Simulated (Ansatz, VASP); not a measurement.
## Zn: VASP beside Ansatz

```
CELL_PARAMETERS angstrom
-2.55381 2.55381 1.26254
2.55381 -2.55381 1.26254
2.55381 2.55381 -1.26254
ATOMIC_POSITIONS crystal
Zn 0.62500 0.87500 0.75000
Zn 0.37500 0.12500 0.25000
```

Change from the starting cell: volume scaled by 0.95, LAPW.

Alike in both runs: task single point; functional PBE; k mesh 16 × 16 × 16; occupations fermi-dirac, width 0.1 eV; no spin polarisation.

```csv
,VASP,Ansatz
version,VASP 6.6.1,Ansatz 0.2.0
potentials or method,"VASP PAW PBE potentials, release 64 (Zn), cutoff 520 eV","all-electron LAPW, scalar-relativistic"
```

|  | VASP | Ansatz | Ansatz less VASP |
| --- | --- | --- | --- |
| pressure (GPa) | 3.3 | 3.0 | -0.27 |
| traceless stress, the component that is largest in VASP (GPa) | 0.11 | 0.00 | -0.110 |

Ansatz ran all-electron here, and VASP with PAW potentials.
